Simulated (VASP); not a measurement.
Wanted: the native input for a VASP 6.6.1 run.

| Property | Result |
| --- | --- |
| Task | single point |
| Functional | PBEsol |
| Potentials or basis | VASP PAW PBE potentials, release 64 (W_sv) |
| Cutoff | 520 eV |
| k mesh | 11 × 11 × 11 |
| Occupations | methfessel-paxton, width 0.05 eV |
| Spin | no spin polarisation |
| Dipole correction | no |
| Further INCAR settings | ALGO = Normal; EDIFF = 1e-06; NBANDS = 13 |

The structure of W lies in POSCAR:

```
W
1.0
    0.0000000000      2.0300000000      2.0300000000
    2.0300000000      0.0000000000      2.0300000000
    2.0300000000      2.0300000000      0.0000000000
W
1
Direct
    0.0000000000      0.0000000000      0.0000000000
```

These files were run (other wordings do the same):

INCAR

```
  PREC = Accurate
  ENCUT = 520
  EDIFF = 1E-6
  ISMEAR = 1
  SIGMA = 0.05
  LREAL = False
  LASPH = True
  NELM = 80
  ALGO = Normal
  ISIF = 2
  LWAVE = False
  LCHARG = False
  GGA = PS
  NBANDS = 13
```

KPOINTS

```
Automatic mesh
0
Gamma
  11 11 11
```

Potentials or basis: VASP PAW PBE potentials, release 64 (W_sv).

Launch:

```bash
$ cat potpaw_PBE.64/W_sv/POTCAR > POTCAR
$ mpirun -np 1 vasp_std > vasp.out
```

It gave:

The pressure is -12.4 GPa. The band gap on the k mesh is zero (band 7 reaches 12.63 eV, above the bottom of band 8 at 9.52 eV).

Caveat: the PAW data sets were made with another functional, which shifts forces and pressure a little; spin-orbit coupling is left out, which moves the levels of the heavy elements.

It took 14 s on 1 thread of AMD EPYC 7R13 Processor (Zen 3), on a shared host, peak memory 0.11 GiB.
